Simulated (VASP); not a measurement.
# Sb2Se5 (I4/mmm) in VASP: notebook, part 2 of 3

VASP 6.6.1. The steps go on from the part before.

## Step 3: Single point, PBE

This run uses another cell than the first one, of 35.06 Å³/atom.

INCAR reads:

```
SYSTEM = Sb2Se5
PREC     = Accurate       ! precision mode
ENCUT    = 520            ! plane-wave cutoff, eV
EDIFF    = 1E-6           ! SCF threshold, eV
ISMEAR   = 0              ! smearing method
SIGMA    = 0.1            ! smearing width, eV
LREAL    = .False.        ! projectors in reciprocal space
LASPH    = .True.         ! aspherical terms in the spheres
NELM     = 100            ! most SCF steps
ALGO     = Normal         ! electronic algorithm
ISIF     = 2              ! what is computed and relaxed
LWAVE    = .False.        ! write WAVECAR
LCHARG   = .True.         ! write CHGCAR
GGA      = PE             ! functional
LELF     = .True.         ! ELF
LVHAR    = .True.       
NBANDS   = 29             ! bands
```

KPOINTS reads:

```
Automatic mesh
0
Gamma
  4 4 4
  0 0 0
```

POSCAR reads:

```
Sb2Se5
1.0
   -3.7310657199      3.7310657199      4.4076907085
    3.7310657199     -3.7310657199      4.4076907085
    3.7310657199      3.7310657199     -4.4076907085
Sb Se
2 5
Direct
    0.1814863600      0.1814863600      0.0000000000
    0.8185136400      0.8185136400      0.0000000000
    0.5000000000      0.5000000000      0.5000000000
    0.0000000000      0.0000000000      0.5000000000
    0.5000000000      0.0000000000      0.0000000000
    0.0000000000      0.5000000000      0.0000000000
    0.5000000000      0.5000000000      0.0000000000
```

Potentials or basis: VASP PAW PBE potentials, release 64 (Sb, Se).

Command:

```bash
$ cat potpaw_PBE.64/Sb/POTCAR potpaw_PBE.64/Se/POTCAR > POTCAR
$ mpirun -np 1 vasp_std > vasp.out
```

OUTCAR:

```text
SYSTEM = Sb2Se5
   PREC = Accurate
   ENCUT = 520
   EDIFF = 1E-6
   ISMEAR = 0
   LREAL = .False.
   LASPH = .True.
   NELM = 100
   ISIF = 2
   GGA = PE

 ion  position               nearest neighbor table
   1  0.181  0.181  0.000-   3 2.71   5 2.71   6 2.71   4 2.71   7 2.81   2 3.20
   2  0.819  0.819  0.000-   4 2.71   5 2.71   6 2.71   3 2.71   7 2.81   1 3.20
   3  0.500  0.500  0.500-   2 2.71   1 2.71
   4  0.000  0.000  0.500-   1 2.71   2 2.71
   5  0.500  0.000  0.000-   1 2.71   2 2.71
   6  0.000  0.500  0.000-   1 2.71   2 2.71
   7  0.500  0.500  0.000-   1 2.81   2 2.81

  LATTYP: Found a body centered tetragonal cell.
 ALAT       =     7.4621314398
 C/A-ratio  =     1.1813489870

  Lattice vectors:

 A1 = (  -3.7310657199,   3.7310657199,   4.4076907085)
 A2 = (   3.7310657199,  -3.7310657199,   4.4076907085)
 A3 = (   3.7310657199,   3.7310657199,  -4.4076907085)

Analysis of symmetry for initial positions (statically):
=====================================================================
 Subroutine PRICEL returns:
 Original cell was already a primitive cell.

 Routine SETGRP: Setting up the symmetry group for a
 body centered tetragonal supercell.

 Subroutine GETGRP returns: Found 16 space group operations
 (whereof 16 operations were pure point group operations)
 out of a pool of 16 trial point group operations.

The static configuration has the point symmetry D_4h.

Analysis of symmetry for dynamics (positions and initial velocities):
=====================================================================
 Subroutine PRICEL returns:
 Original cell was already a primitive cell.

 Routine SETGRP: Setting up the symmetry group for a
 body centered tetragonal supercell.

 Subroutine GETGRP returns: Found 16 space group operations
 (whereof 16 operations were pure point group operations)
[... 121 lines left out ...]
  volume/ion in A,a.u.               =      35.06       236.61
  Fermi-wavevector in a.u.,A,eV,Ry     =   0.894230  1.689850 10.879860  0.799647
  Thomas-Fermi vector in A             =   2.016408
   LORBIT       =      0    0 simple, 1 ext, 2 COOP (PROOUT), +10 PAW based schemes
   GGA     = PE    functional components
   LHFCALC =     F    Hartree Fock is set to
   AEXX    =    0.0000 exact exchange contribution
   IVDW    =     0    specifies the selected vdW correction
   LEPSILON=     F    determine dielectric tensor
   LRPA    =     F    only Hartree local field effects (RPA)
 non-spin polarized calculation
 Gauss-broadening in eV      SIGMA  =   0.10
  energy-cutoff  :      520.00
  volume of cell :      245.44
 maximum number of plane-waves:      6637
 NGX is ok and might be reduce to    54
   NGX = 25   NGY = 25   NGZ = 25

 number of electron      39.9999999 magnetization

 Free energy of the ion-electron system (eV)
  ---------------------------------------------------
  ext. energy  EPLUGINS =         0.00000000
  ---------------------------------------------------
  free energy    TOTEN  =       -22.49418682 eV

  energy without entropy =      -22.44749088  energy(sigma->0) =      -22.47083885

 E-fermi :   1.5681     XC(G=0):  -7.8679

 val. band max:        1.5655282876   @ k =  -0.2500   0.2500   0.2500
 cond. band min:       1.5861195461   @ k =  -0.2500   0.2500   0.0000
 fundamental gap:      0.0205912585
 Fermi energy:         1.5680761348

 k-point     1 :       0.0000    0.0000    0.0000
  band No.  band energies     occupation
      1     -12.2730      2.00000
      2     -10.5071      2.00000
      3     -10.5071      2.00000
      4     -10.3771      2.00000
      5      -9.9905      2.00000
      6      -8.5332      2.00000
[... 405 lines left out ...]
     28       7.2819      0.00000
     29       7.8418      0.00000

------------------------ aborting loop because EDIFF is reached ----------------------------------------

  FORCE on cell =-STRESS in cart. coord.  units (eV):
  Direction    XX          YY          ZZ          XY          YZ          ZX
  --------------------------------------------------------------------------------------
  -------------------------------------------------------------------------------------
  Total       -0.0640690     -0.0640690     -0.0913311      0.0000000      0.0000000      0.0000000
  in kB       -0.4182361     -0.4182361     -0.5962007      0.0000000      0.0000000      0.0000000
  external PRESSURE =      -0.4775576 kB  Pullay stress =       0.0000000 kB

 VOLUME and BASIS-vectors are now :
 -----------------------------------------------------------------------------
  energy-cutoff  :      520.00
  volume of cell :      245.44
      direct lattice vectors                 reciprocal lattice vectors
    -3.731065720  3.731065720  4.407690708     0.000000000  0.134009969  0.113438087
     3.731065720 -3.731065720  4.407690708     0.134009969  0.000000000  0.113438087
     3.731065720  3.731065720 -4.407690708     0.134009969  0.134009969  0.000000000

 POSITION                                       TOTAL-FORCE (eV/Angst)
 -----------------------------------------------------------------------------------
      0.00000      0.00000      1.59987        -0.000000     -0.000000      0.015332
      0.00000      0.00000      7.21551        -0.000000     -0.000000     -0.015332
      1.86553      1.86553      2.20385         0.000000      0.000000     -0.000000
      1.86553      1.86553     -2.20385         0.000000      0.000000     -0.000000
     -1.86553      1.86553      2.20385         0.000000      0.000000     -0.000000
      1.86553     -1.86553      2.20385         0.000000      0.000000     -0.000000
      0.00000      0.00000      4.40769         0.000000      0.000000     -0.000000
 -----------------------------------------------------------------------------------
    total drift:                                0.000000      0.000000     -0.000000

  FREE ENERGIE OF THE ION-ELECTRON SYSTEM (eV)
  ---------------------------------------------------
  free  energy   TOTEN  =       -22.4941868213 eV

  energy  without entropy=      -22.4474908763  energy(sigma->0) =      -22.47083885
```

Run time: 64 s. Hardware: 1 thread of AMD EPYC 9R45 (Zen 5), shared host; peak memory 0.38 GiB.

Results:

* Free energy: -22.4942 eV
* Pressure: 0.0 GPa
* Largest force: 0.015 eV/Å
* Band gap on the k mesh: zero (bands 20 and 21 overlap by 0.91 eV)

Forces on the atoms (eV/Å):
```
Sb   0.000  0.000  0.015
Sb   0.000  0.000 -0.015
Se   0.000  0.000  0.000
Se   0.000  0.000  0.000
Se   0.000  0.000  0.000
Se   0.000  0.000  0.000
Se   0.000  0.000  0.000
```

Caveat: spin-orbit coupling is left out, which moves the levels of the heavy elements.

## Step 4: Relaxation of cell and atoms, PBE

INCAR reads:

```
  PREC = Accurate
  ENCUT = 600
  EDIFF = 1E-6
  ISMEAR = 0
  SIGMA = 0.1
  LREAL = F
  LASPH = T
  NELM = 100
  ALGO = Normal
  ISIF = 3
  LWAVE = F
  LCHARG = F
  GGA = PE
  IBRION = 2
  NSW = 90
  EDIFFG = -0.04
```

KPOINTS reads:

```
Automatic mesh
0
Gamma
  4 4 4
```

POSCAR reads:

```
Sb2Se5
1.0
   -3.9226597600      3.9226597600      3.4098904800
    3.9226597600     -3.9226597600      3.4098904800
    3.9226597600      3.9226597600     -3.4098904800
Sb Se
2 5
Direct
    0.2018886400      0.2018886400      0.0000000000
    0.7981113600      0.7981113600      0.0000000000
    0.5000000000      0.5000000000      0.5000000000
    0.0000000000      0.0000000000      0.5000000000
    0.5000000000      0.0000000000      0.0000000000
    0.0000000000      0.5000000000      0.0000000000
    0.5000000000      0.5000000000      0.0000000000
```

Command:

```bash
$ cat potpaw_PBE.64/Sb/POTCAR potpaw_PBE.64/Se/POTCAR > POTCAR
$ mpirun -np 1 vasp_std > vasp.out
```

It took 8.4 min on 1 thread of AMD EPYC 9R45 (Zen 5), shared host; peak memory 0.43 GiB.

It converged, with:

```
Free energy                           : -22.4914 eV
Relaxed volume                        : 35.07 Å³/atom
Relaxed cell                          : a = 6.877 Å, b = 6.877 Å, c = 6.877 Å, α = 114.36°, β = 114.36°, γ = 100.09°
Space group after relaxing (to 0.1 Å) : I4/mmm (No. 139)
Energy gained by relaxing             : 987.8 meV/atom
Ionic steps                           : 12
Pressure after relaxing               : 0.0 GPa
Largest force after relaxing          : 0.023 eV/Å
Band gap on the k mesh                : zero (bands 20 and 21 overlap by 0.92 eV)
```

Forces in eV/Å, atoms in the order of the input:
```
Sb   0.000  0.000 -0.023
Sb   0.000  0.000  0.023
Se   0.000  0.000  0.000
Se   0.000  0.000  0.000
Se   0.000  0.000  0.000
Se   0.000  0.000  0.000
Se   0.000  0.000  0.000
```

Stress tensor (GPa, compression positive):
```
 0.08  0.00  0.00
 0.00  0.08  0.00
 0.00  0.00 -0.14
```

The path:
| step | energy change (eV) | largest force (eV/Å) | pressure (GPa) | volume (Å³) |
| --- | --- | --- | --- | --- |
| 1 | 0.0000 | 11.3554 | 18.01 | 209.88 |
| 2 | -2.2049 | 8.2359 | -3.07 | 318.29 |
| 3 | -3.2041 | 7.1474 | -3.24 | 301.78 |
| 4 | -3.8917 | 6.4626 | -3.18 | 289.15 |
| 5 | -5.2386 | 4.4939 | -0.51 | 248.68 |
| 6 | -6.8203 | 0.5661 | -1.62 | 253.98 |
| 7 | -6.8605 | 0.4034 | -1.44 | 254.42 |
| 8 | -6.8625 | 0.1001 | -0.89 | 255.10 |
| 9 | -6.8740 | 0.2596 | -1.23 | 254.74 |
| 10 | -6.9125 | 0.0463 | 0.09 | 245.35 |
| 11 | -6.9126 | 0.0303 | 0.02 | 245.79 |
| 12 | -6.9148 | 0.0233 | 0.01 | 245.46 |

Final structure:
```
Sb Se
1.0
    -3.72763    3.72763    4.41633
     3.72763   -3.72763    4.41633
     3.72763    3.72763   -4.41633
Sb Se
2 5
Direct
  0.18197 0.18197 0.00000
  0.81803 0.81803 0.00000
  0.50000 0.50000 0.50000
  0.00000 0.00000 0.50000
  0.50000 0.00000 0.00000
  0.00000 0.50000 0.00000
  0.50000 0.50000 0.00000
```

Levels at points of the mesh, in eV from the Fermi level:
```
           k point  band 16  band 17  band 18  band 19  band 20  band 21  band 22  band 23  band 24
(0.00, 0.00, 0.00)    -0.40    -0.40    -0.18     0.25     0.68     0.68     0.72     1.13     1.38
(0.50, 0.00, 0.00)    -1.43    -1.35    -1.05     0.05     0.06     0.39     0.51     1.74     2.13
(0.50, 0.50, 0.00)    -1.07    -0.98    -0.92    -0.82    -0.01     0.31     0.67     0.91     0.99
(0.50, 0.50, 0.50)    -0.87    -0.86    -0.86    -0.75    -0.21    -0.21     0.29     0.29     0.65
```

Caveat: the volume moved by over 15 % at a fixed basis, so the end points are rough; spin-orbit coupling is left out, which moves the levels of the heavy elements.

(Part 2 of 3 ends here.)

The gap in the log of VASP goes by the Fermi energy; the results here count the filled bands.